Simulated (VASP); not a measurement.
# LiTaO2 (R-3m) in VASP: further runs

LiTaO2 is run at these levels: PBE; tasks: single point, relaxation of cell and atoms.

Program: VASP 6.6.1. These are calculated values, not measurements. Logs are shortened: lines on timing, memory, paths and dates and some standing lists are left out, and cuts for length are marked.

## Step 1: The cell of the first run

The structure is trigonal, space group R-3m (No. 166). The conventional cell has a = 2.875 Å, b = 2.875 Å, c = 16.235 Å, α = 90.00°, β = 90.00°, γ = 120.00°. Li (site symmetry -3m) has 6 O at 2.11 Å within 2.8 Å. Within 2.9 Å of Ta (site symmetry -3m) lie 6 O at 2.18 Å and 6 Ta at 2.88 Å. O (site symmetry 3m) has 3 Li at 2.11 Å and 3 Ta at 2.18 Å within 2.8 Å.

## Step 2: Single point, PBE

The input, INCAR:

```
SYSTEM = LiTaO2
ALGO     = Normal         ! electronic algorithm
EDIFF    = 1E-6           ! SCF threshold, eV
ENCUT    = 520            ! plane-wave cutoff, eV
GGA      = PE             ! functional
ISIF     = 2              ! what is computed and relaxed
ISMEAR   = 0              ! smearing method
LASPH    = .True.         ! aspherical terms in the spheres
LCHARG   = .True.         ! write CHGCAR
LELF     = .True.         ! ELF
LREAL    = .False.        ! projectors in reciprocal space
LVHAR    = .True.       
LWAVE    = .False.        ! write WAVECAR
NBANDS   = 21             ! bands
NELM     = 100            ! most SCF steps
PREC     = Accurate       ! precision mode
SIGMA    = 0.1            ! smearing width, eV
```

The input, KPOINTS:

```
k-points
0
Gamma
  6 6 6
  0 0 0
```

The input, POSCAR:

```
LiTaO2
1.0
    1.4377497667      0.8300852148      5.4116899727
   -1.4377497667      0.8300852148      5.4116899727
    0.0000000000     -1.6601704296      5.4116899727
Li Ta O
1 1 2
Direct
    0.0000000000      0.0000000000      0.0000000000
    0.5000000000      0.5000000000      0.5000000000
    0.2532883593      0.2532883593      0.2532883593
    0.7467116407      0.7467116407      0.7467116407
```

Potentials or basis: VASP PAW PBE potentials, release 64 (Li_sv, Ta_pv, O).

On the command line:

```console
$ cat potpaw_PBE.64/Li_sv/POTCAR potpaw_PBE.64/Ta_pv/POTCAR potpaw_PBE.64/O/POTCAR > POTCAR
$ mpirun -np 1 vasp_std > vasp.out
```

OUTCAR:

```text
SYSTEM = LiTaO2
   EDIFF = 1E-6
   ENCUT = 520
   GGA = PE
   ISIF = 2
   ISMEAR = 0
   LASPH = .True.
   LREAL = .False.
   NELM = 100
   PREC = Accurate

 ion  position               nearest neighbor table
   1  0.000  0.000  0.000-   4 2.11   3 2.11   4 2.11   4 2.11   3 2.11   3 2.11
   2  0.500  0.500  0.500-   3 2.18   4 2.18   3 2.18   3 2.18   4 2.18   4 2.18
   3  0.253  0.253  0.253-   1 2.11   1 2.11   1 2.11   2 2.18   2 2.18   2 2.18
   4  0.747  0.747  0.747-   1 2.11   1 2.11   1 2.11   2 2.18   2 2.18   2 2.18

  LATTYP: Found a trigonal (rhomboedric) cell.
 ALAT       =     5.6606142967
 COS(alpha) =     0.8709763037

  Lattice vectors:

 A1 = (   1.4377497667,   0.8300852148,   5.4116899727)
 A2 = (  -1.4377497667,   0.8300852148,   5.4116899727)
 A3 = (   0.0000000000,  -1.6601704296,   5.4116899727)

Analysis of symmetry for initial positions (statically):
=====================================================================
 Subroutine PRICEL returns:
 Original cell was already a primitive cell.

 Routine SETGRP: Setting up the symmetry group for a
 trigonal (rhombohedral) supercell.

 Subroutine GETGRP returns: Found 12 space group operations
 (whereof 12 operations were pure point group operations)
 out of a pool of 12 trial point group operations.

The static configuration has the point symmetry D_3d.

Analysis of symmetry for dynamics (positions and initial velocities):
=====================================================================
 Subroutine PRICEL returns:
 Original cell was already a primitive cell.

 Routine SETGRP: Setting up the symmetry group for a
 trigonal (rhombohedral) supercell.

 Subroutine GETGRP returns: Found 12 space group operations
 (whereof 12 operations were pure point group operations)
 out of a pool of 12 trial point group operations.

The dynamic configuration has the point symmetry D_3d.

 Subroutine INISYM returns: Found 12 space group operations
 (whereof 12 operations are pure point group operations),
 and found     1 'primitive' translations

----------------------------------------------------------------------------------------

                                     Primitive cell

  volume of cell :      38.7516

  direct lattice vectors                    reciprocal lattice vectors
     1.437749767  0.830085215  5.411689973     0.347765662  0.200782599  0.061595053
    -1.437749767  0.830085215  5.411689973    -0.347765662  0.200782599  0.061595053
     0.000000000 -1.660170430  5.411689973     0.000000000 -0.401565198  0.061595053

  length of vectors
     5.660614297  5.660614297  5.660614297     0.406261687  0.406261687  0.406261687

  position of ions in fractional coordinates (direct lattice)
     0.000000000  0.000000000  0.000000000
     0.500000000  0.500000000  0.500000000
     0.253288359  0.253288359  0.253288359
     0.746711641  0.746711641  0.746711641

  ion indices of the primitive-cell ions
   primitive index   ion index
                 1           1
                 2           2
                 3           3
                 4           4

----------------------------------------------------------------------------------------

 KPOINTS: k-points

Automatic generation of k-mesh.
 Grid dimensions read from file:
 generate k-points for:    6    6    6

 Generating k-lattice:

  Cartesian coordinates                     Fractional coordinates (reciprocal lattice)
     0.057960944  0.033463766  0.010265842     0.166666667  0.000000000  0.000000000
    -0.057960944  0.033463766  0.010265842     0.000000000  0.166666667  0.000000000
     0.000000000 -0.066927533  0.010265842     0.000000000  0.000000000  0.166666667

  Length of vectors
     0.067710281  0.067710281  0.067710281

  Shift w.r.t. Gamma in fractional coordinates (k-lattice)
     0.000000000  0.000000000  0.000000000

 Subroutine IBZKPT returns following result:
 ===========================================

 Found     32 irreducible k-points:

 Following reciprocal coordinates:
            Coordinates               Weight
  0.000000  0.000000  0.000000      1.000000
  0.166667 -0.000000 -0.000000      6.000000
  0.333333 -0.000000 -0.000000      6.000000
  0.500000 -0.000000 -0.000000      3.000000
  0.166667  0.166667 -0.000000      6.000000
  0.333333  0.166667 -0.000000     12.000000
[... 16 lines left out ...]
  0.500000  0.500000  0.166667      6.000000
 -0.333333  0.500000  0.166667     12.000000
 [... further k-points ...]
   k-points           NKPTS =     32   k-points in BZ     NKDIM =     32   number of bands    NBANDS=     21
   number of dos      NEDOS =    301   number of ions     NIONS =      4
   total plane-waves  NPLWV =  74088
   dimension x,y,z NGX =    42 NGY =   42 NGZ =   42
   dimension x,y,z NGXF=    84 NGYF=   84 NGZF=   84
   ions per type =               1   1   2
   NGX,Y,Z   is equivalent  to a cutoff of  12.33, 12.33, 12.33 a.u.
   NGXF,Y,Z  is equivalent  to a cutoff of  24.67, 24.67, 24.67 a.u.
 SYSTEM =  LiTaO2
   PREC   = accura    normal or accurate (medium, high low for compatibility)
   ISTART =      0    job   : 0-new  1-cont  2-samecut
   ICHARG =      2    charge: 1-file 2-atom 10-const
   ISPIN  =      1    spin polarized calculation?
   LNONCOLLINEAR =      F non collinear calculations
   LSORBIT =      F    spin-orbit coupling
   LASPH  =      T    aspherical Exc in radial PAW
   ENCUT  =  520.0 eV  38.22 Ry    6.18 a.u.  10.52 10.52 10.52*2*pi/ulx,y,z
   NELM   =    100;   NELMIN=  2; NELMDL= -5     # of ELM steps
   EDIFF  = 0.1E-05   stopping-criterion for ELM
   LREAL  =      F    real-space projection
   EDIFFG = 0.1E-04   stopping-criterion for IOM
   NSW    =      0    number of steps for IOM
   IBRION =     -1    ionic relax: 0-MD 1-quasi-New 2-CG
   NFREE  =      0    steps in history (QN), initial steepest desc. (CG)
   ISIF   =      2    stress and relaxation
   ISYM   =      2    0-nonsym 1-usesym 2-fastsym
   POTIM  = 0.5000    time-step for ionic-motion
   TEBEG  =    0.0;   TEEND  =   0.0 temperature during run
   PSTRESS=    0.0 pullay stress
   NELECT =      26.0000    total number of electrons
   NUPDOWN=      -1.0000    fix difference up-down
   EMIN   =  10.00;   EMAX   =-10.00  energy-range for DOS
   EFERMI =   0.00;   METHOD = LEGACY
   ISMEAR =     0;   SIGMA  =   0.10  broadening in eV -4-tet -1-fermi 0-gaus
   EFERMI_NEDOS =   21; number of points for ismear=-14 and -15
   IALGO  =     38    algorithm
   IMIX   =      4    mixing-type and parameters
     AMIX     =   0.40;   BMIX     =  1.00
     AMIX_MAG =   1.60;   BMIX_MAG =  1.00
  volume/ion in A,a.u.               =       9.69        65.38
  Fermi-wavevector in a.u.,A,eV,Ry     =   1.433186  2.708329 27.946669  2.054022
  Thomas-Fermi vector in A             =   2.552732
   LORBIT       =      0    0 simple, 1 ext, 2 COOP (PROOUT), +10 PAW based schemes
   GGA     = PE    functional components
   LHFCALC =     F    Hartree Fock is set to
   AEXX    =    0.0000 exact exchange contribution
   IVDW    =     0    specifies the selected vdW correction
   LEPSILON=     F    determine dielectric tensor
   LRPA    =     F    only Hartree local field effects (RPA)
 non-spin polarized calculation
 Gauss-broadening in eV      SIGMA  =   0.10
  energy-cutoff  :      520.00
  volume of cell :       38.75
 maximum number of plane-waves:      1061
   NGX = 21   NGY = 21   NGZ = 21

 number of electron      26.0000004 magnetization

 Free energy of the ion-electron system (eV)
  ---------------------------------------------------
  ext. energy  EPLUGINS =         0.00000000
  ---------------------------------------------------
  free energy    TOTEN  =       -32.29121076 eV

  energy without entropy =      -32.28203741  energy(sigma->0) =      -32.28662409

 E-fermi :   6.1311     XC(G=0): -11.7852

 val. band max:        6.0910716055   @ k =  -0.1667   0.1667   0.0000
 cond. band min:       6.1560957520   @ k =  -0.3333   0.5000   0.3333
 fundamental gap:      0.0650241465
 Fermi energy:         6.1311467971

 k-point     1 :       0.0000    0.0000    0.0000
  band No.  band energies     occupation
      1     -39.4889      2.00000
      2     -29.3380      2.00000
      3     -28.6788      2.00000
      4     -28.6788      2.00000
      5     -14.3776      2.00000
      6     -13.0940      2.00000
[... 13 lines left out ...]
     20      16.5511      0.00000
     21      19.8366      0.00000

 k-point     2 :       0.1667   -0.0000   -0.0000
  band No.  band energies     occupation
      1     -39.4816      2.00000
      2     -29.2689      2.00000
      3     -29.0066      2.00000
      4     -28.7481      2.00000
      5     -14.0251      2.00000
      6     -13.1488      2.00000
[... 13 lines left out ...]
     20      16.1763      0.00000
     21      19.2842      0.00000

 k-point     3 :       0.3333   -0.0000   -0.0000
  band No.  band energies     occupation
      1     -39.4671      2.00000
      2     -29.6169      2.00000
      3     -29.1254      2.00000
      4     -28.8840      2.00000
      5     -13.5706      2.00000
      6     -13.0050      2.00000
[... 13 lines left out ...]
     20      16.3133      0.00000
     21      18.0751      0.00000

 k-point     4 :       0.5000   -0.0000   -0.0000
  band No.  band energies     occupation
      1     -39.4597      2.00000
      2     -29.9014      2.00000
      3     -29.0528      2.00000
      4     -28.9505      2.00000
      5     -13.5957      2.00000
      6     -12.6600      2.00000
[... 13 lines left out ...]
     20      16.6951      0.00000
     21      16.9354      0.00000

 k-point     5 :       0.1667    0.1667   -0.0000
  band No.  band energies     occupation
      1     -39.4816      2.00000
      2     -29.2689      2.00000
      3     -29.0065      2.00000
      4     -28.7481      2.00000
      5     -14.0083      2.00000
      6     -13.1688      2.00000
[... 13 lines left out ...]
     20      16.4156      0.00000
     21      19.2458      0.00000
[... 382 lines left out ...]
     20      16.6585      0.00000
     21      17.5780      0.00000

 k-point    22 :      -0.1667    0.3333    0.1667
  band No.  band energies     occupation
      1     -39.4598      2.00000
      2     -29.7500      2.00000
      3     -29.1244      2.00000
      4     -29.0524      2.00000
      5     -13.3237      2.00000
      6     -12.9439      2.00000
[... 13 lines left out ...]
     20      16.6252      0.00000
     21      17.5923      0.00000

 k-point    23 :       0.5000    0.5000    0.1667
  band No.  band energies     occupation
      1     -39.4670      2.00000
      2     -29.6170      2.00000
      3     -29.1257      2.00000
      4     -28.8840      2.00000
      5     -13.4599      2.00000
      6     -13.1178      2.00000
[... 13 lines left out ...]
     20      17.4354      0.00000
     21      18.4724      0.00000

 k-point    24 :      -0.3333    0.5000    0.1667
  band No.  band energies     occupation
      1     -39.4597      2.00000
      2     -29.7501      2.00000
      3     -29.1245      2.00000
      4     -29.0525      2.00000
      5     -13.3530      2.00000
      6     -12.9023      2.00000
[... 13 lines left out ...]
     20      16.7991      0.00000
     21      17.7246      0.00000

 [... further k-points ...]
[... 5 lines left out ...]
  --------------------------------------------------------------------------------------
  -------------------------------------------------------------------------------------
  Total        0.1169128      0.1169128      0.0931456     -0.0000000      0.0000000     -0.0000000
  in kB        4.8337323      4.8337323      3.8510825     -0.0000000      0.0000000     -0.0000000
  external PRESSURE =       4.5061823 kB  Pullay stress =       0.0000000 kB

 VOLUME and BASIS-vectors are now :
 -----------------------------------------------------------------------------
  energy-cutoff  :      520.00
  volume of cell :       38.75
      direct lattice vectors                 reciprocal lattice vectors
     1.437749767  0.830085215  5.411689973     0.347765662  0.200782599  0.061595053
    -1.437749767  0.830085215  5.411689973    -0.347765662  0.200782599  0.061595053
     0.000000000 -1.660170430  5.411689973     0.000000000 -0.401565198  0.061595053

 POSITION                                       TOTAL-FORCE (eV/Angst)
 -----------------------------------------------------------------------------------
      0.00000      0.00000      0.00000        -0.000000     -0.000000      0.000000
      0.00000      0.00000      8.11753         0.000000     -0.000000      0.000000
      0.00000      0.00000      4.11215        -0.000000      0.000000      0.051697
      0.00000      0.00000     12.12292        -0.000000     -0.000000     -0.051697
 -----------------------------------------------------------------------------------
    total drift:                               -0.000000     -0.000000      0.000000

  FREE ENERGIE OF THE ION-ELECTRON SYSTEM (eV)
  ---------------------------------------------------
  free  energy   TOTEN  =       -32.2912107627 eV

  energy  without entropy=      -32.2820374127  energy(sigma->0) =      -32.28662409
```

It took 43 s on 1 thread of AMD EPYC 9R45 (Zen 5), shared host; peak memory 0.23 GiB.

Results:

```yaml
Free_energy: -32.2912 eV
Largest_force: 0.052 eV/Å
Band_gap_on_the_k_mesh: zero (band 13 reaches 7.16 eV, above the bottom of band 14 at 6.09 eV)
```

Forces on the atoms (eV/Å):
```
Li   0.000  0.000  0.000
Ta   0.000  0.000  0.000
O    0.000  0.000  0.052
O    0.000  0.000 -0.052
```

Caveat: the k points lie up to 0.43 Å⁻¹ apart; the cutoff is under 1.25 times the usual one of these potentials, so pressure, stress and relaxed cells hold a basis-set (Pulay) error; spin-orbit coupling is left out, which moves the levels of the heavy elements.

(Continued in part 2 of 2.)
